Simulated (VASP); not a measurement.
# AlN (P6_3/mmc) in VASP: single point with PBE

Aim: the single point of AlN with PBE.

Everything below comes from runs of VASP 6.6.1. Logs are shortened: lines on timing, memory, paths and dates and some standing lists are left out, and cuts for length are marked.

### 1 The cell of the first run

Symmetry: P6_3/mmc, No. 194, hexagonal system. The conventional cell has a = 3.314 Å, b = 3.314 Å, c = 4.187 Å, α = 90.00°, β = 90.00°, γ = 120.00°. Al (site symmetry -6m2) has 5 N at 1.91 to 2.09 Å within 2.5 Å. N (site symmetry -6m2) has 5 Al at 1.91 to 2.09 Å within 2.5 Å.

### 2 Single point, PBE

Input file POSCAR:

```
AlN
1.0
    3.3143025145      0.0000000000      0.0000000000
   -1.6571512572      2.8702701734      0.0000000000
    0.0000000000      0.0000000000      4.1868595763
Al N
2 2
Direct
    0.3333333333      0.6666666667      0.7500000000
    0.6666666667      0.3333333333      0.2500000000
    0.3333333333      0.6666666667      0.2500000000
    0.6666666667      0.3333333333      0.7500000000
```

Input file INCAR.step1:

```
SYSTEM = AlN
ALGO = Normal
EDIFF = 1E-6
ENCUT = 520
GGA = PE
ISIF = 2
ISMEAR = 0
LASPH = .True.
LCHARG = .True.
LREAL = .False.
LWAVE = .False.
NBANDS = 16
NELM = 80
PREC = Accurate
SIGMA = 0.02
```

Input file KPOINTS.step1:

```
k-points
0
Gamma
  9 9 6
  0 0 0
```

Input file INCAR.step2:

```
SYSTEM = AlN
ALGO = Normal
EDIFF = 1E-6
ENCUT = 520
GGA = PE
ICHARG = 11
ISIF = 2
ISMEAR = -5
LASPH = .True.
LCHARG = .False.
LORBIT = 10
LREAL = .False.
LWAVE = .False.
NEDOS = 2001
NELM = 80
PREC = Accurate
SIGMA = 0.02
```

Input file KPOINTS.step2:

```
k-points
0
Gamma
  14 14 9
  0 0 0
```

Potentials or basis: VASP PAW PBE potentials, release 64 (Al, N).

The run is started by

```sh
$ cat potpaw_PBE.64/Al/POTCAR potpaw_PBE.64/N/POTCAR > POTCAR
$ cp INCAR.step1 INCAR
$ cp KPOINTS.step1 KPOINTS
$ mpirun -np 1 vasp_std > vasp.out
$ cp INCAR.step2 INCAR
$ cp KPOINTS.step2 KPOINTS
$ mpirun -np 1 vasp_std > vasp.out
```

OUTCAR:

```text
SYSTEM = AlN
   EDIFF = 1E-6
   ENCUT = 520
   GGA = PE
   ICHARG = 11
   ISIF = 2
   ISMEAR = -5
   LASPH = .True.
   LORBIT = 10
   LREAL = .False.
   NELM = 80
   PREC = Accurate

 ion  position               nearest neighbor table
   1  0.333  0.667  0.750-   4 1.91   4 1.91   4 1.91   3 2.09   3 2.09   2 2.84   2 2.84   2 2.84
                             2 2.84   2 2.84   2 2.84
   2  0.667  0.333  0.250-   3 1.91   3 1.91   3 1.91   4 2.09   4 2.09   1 2.84   1 2.84   1 2.84
                             1 2.84   1 2.84   1 2.84
   3  0.333  0.667  0.250-   2 1.91   2 1.91   2 1.91   1 2.09   1 2.09
   4  0.667  0.333  0.750-   1 1.91   1 1.91   1 1.91   2 2.09   2 2.09

  LATTYP: Found a hexagonal cell.
 ALAT       =     3.3143025145
 C/A-ratio  =     1.2632701927

  Lattice vectors:

 A1 = (   3.3143025145,   0.0000000000,   0.0000000000)
 A2 = (  -1.6571512572,   2.8702701734,   0.0000000000)
 A3 = (   0.0000000000,   0.0000000000,   4.1868595763)

Analysis of symmetry for initial positions (statically):
=====================================================================
 Subroutine PRICEL returns:
 Original cell was already a primitive cell.

 Routine SETGRP: Setting up the symmetry group for a
 hexagonal supercell.

 Subroutine GETGRP returns: Found 24 space group operations
 (whereof 12 operations were pure point group operations)
 out of a pool of 24 trial point group operations.

The static configuration has the point symmetry D_3d.
 The point group associated with its full space group is D_6h.

Analysis of symmetry for dynamics (positions and initial velocities):
=====================================================================
 Subroutine PRICEL returns:
 Original cell was already a primitive cell.

 Routine SETGRP: Setting up the symmetry group for a
 hexagonal supercell.

 Subroutine GETGRP returns: Found 24 space group operations
 (whereof 12 operations were pure point group operations)
 out of a pool of 24 trial point group operations.

The dynamic configuration has the point symmetry D_3d.
 The point group associated with its full space group is D_6h.

 Subroutine INISYM returns: Found 24 space group operations
 (whereof 12 operations are pure point group operations),
 and found     1 'primitive' translations

----------------------------------------------------------------------------------------

                                     Primitive cell

  volume of cell :      39.8294

  direct lattice vectors                    reciprocal lattice vectors
[... 111 lines left out ...]
   IMIX   =      4    mixing-type and parameters
     AMIX     =   0.40;   BMIX     =  1.00
     AMIX_MAG =   1.60;   BMIX_MAG =  1.00
  volume/ion in A,a.u.               =       9.96        67.20
  Fermi-wavevector in a.u.,A,eV,Ry     =   1.207945  2.282684 19.852674  1.459130
  Thomas-Fermi vector in A             =   2.343567
   LORBIT       =     10    0 simple, 1 ext, 2 COOP (PROOUT), +10 PAW based schemes
   GGA     = PE    functional components
   LHFCALC =     F    Hartree Fock is set to
   AEXX    =    0.0000 exact exchange contribution
   IVDW    =     0    specifies the selected vdW correction
   LEPSILON=     F    determine dielectric tensor
   LRPA    =     F    only Hartree local field effects (RPA)
 non-spin polarized calculation
 Fermi weights with tetrahedron method with Bloechl corrections
  energy-cutoff  :      520.00
  volume of cell :       39.83
 maximum number of plane-waves:      1090
 NGX is ok and might be reduce to    28

 number of electron      15.9999999 magnetization

 Free energy of the ion-electron system (eV)
  ---------------------------------------------------
  ext. energy  EPLUGINS =         0.00000000
  ---------------------------------------------------
  free energy    TOTEN  =       -29.31892545 eV

  energy without entropy =      -29.31892545  energy(sigma->0) =      -29.31892545

 E-fermi :   7.9342     XC(G=0): -11.1558

 val. band max:        7.9334058619   @ k =   0.0000   0.0000   0.0000
 cond. band min:      11.1958075849   @ k =   0.0000   0.0000   0.0000
 fundamental gap:      3.2624017230
 Fermi energy:         7.9342036613

 k-point     1 :       0.0000    0.0000    0.0000
  band No.  band energies     occupation
      1      -8.8382      2.00000
      2      -5.2191      2.00000
      3       1.0830      2.00000
      4       4.6690      2.00000
      5       4.6690      2.00000
      6       6.3321      2.00000
      7       6.3321      2.00000
      8       7.9334      2.00000
      9      11.1958      0.00000
     10      12.3266      0.00000
     11      16.1663      0.00000
     12      16.1663      0.00000
[... 331 lines left out ...]
 k-point    24 :       0.3571    0.2857    0.0000
  band No.  band energies     occupation
      1      -6.4749      2.00000
      2      -6.1607      2.00000
      3       1.2800      2.00000
      4       3.2741      2.00000
      5       3.5528      2.00000
      6       3.9404      2.00000
      7       4.4375      2.00000
      8       5.4624      2.00000
      9      13.2146      0.00000
     10      14.0071      0.00000
     11      16.6171      0.00000
     12      16.6801      0.00000

 [... further k-points ...]
[... 5 lines left out ...]
  --------------------------------------------------------------------------------------
  -------------------------------------------------------------------------------------
  Total       -0.0834475     -0.0834475     -0.0316081     -0.0000000      0.0000000      0.0000000
  in kB       -3.3567641     -3.3567641     -1.2714696     -0.0000000      0.0000000      0.0000000
  external PRESSURE =      -2.6616659 kB  Pullay stress =       0.0000000 kB

 VOLUME and BASIS-vectors are now :
 -----------------------------------------------------------------------------
  energy-cutoff  :      520.00
  volume of cell :       39.83
      direct lattice vectors                 reciprocal lattice vectors
     3.314302515  0.000000000  0.000000000     0.301722608  0.174199629  0.000000000
    -1.657151257  2.870270173  0.000000000     0.000000000  0.348399258  0.000000000
     0.000000000  0.000000000  4.186859576     0.000000000  0.000000000  0.238842498

 POSITION                                       TOTAL-FORCE (eV/Angst)
 -----------------------------------------------------------------------------------
     -0.00000      1.91351      3.14014        -0.000000      0.000000      0.000000
      1.65715      0.95676      1.04671        -0.000000     -0.000000      0.000000
     -0.00000      1.91351      1.04671         0.000000      0.000000      0.000000
      1.65715      0.95676      3.14014        -0.000000      0.000000      0.000000
 -----------------------------------------------------------------------------------
    total drift:                               -0.000000      0.000000     -0.000000

  FREE ENERGIE OF THE ION-ELECTRON SYSTEM (eV)
  ---------------------------------------------------
  free  energy   TOTEN  =       -29.3189254482 eV

  energy  without entropy=      -29.3189254482  energy(sigma->0) =      -29.31892545

 total charge

# of ion       s       p       d       tot
------------------------------------------
    1        0.339   0.410   0.000   0.749
    2        0.339   0.410   0.000   0.749
    3        1.224   2.632   0.000   3.857
    4        1.224   2.632   0.000   3.857
--------------------------------------------------
tot          3.126   6.084   0.000   9.211
```

Run time: 74 s. Hardware: 1 thread of Intel Xeon 8259CL, shared host; peak memory 0.19 GiB.

What came out:

```yaml
Valence_electrons_inside_the_program's_atomic_spheres: Al 0.75; N 3.86
```

Levels at points of the mesh, in eV from the valence-band top:
| k point | band 5 | band 6 | band 7 | band 8 | band 9 | band 10 | band 11 | band 12 |
| --- | --- | --- | --- | --- | --- | --- | --- | --- |
| (0.00, 0.00, 0.00) | -3.26 | -1.60 | -1.60 | 0.00 | 3.26 | 4.39 | 8.23 | 8.23 |
| (0.50, 0.00, 0.00) | -4.47 | -4.30 | -2.87 | -1.45 | 3.88 | 7.08 | 7.21 | 9.22 |
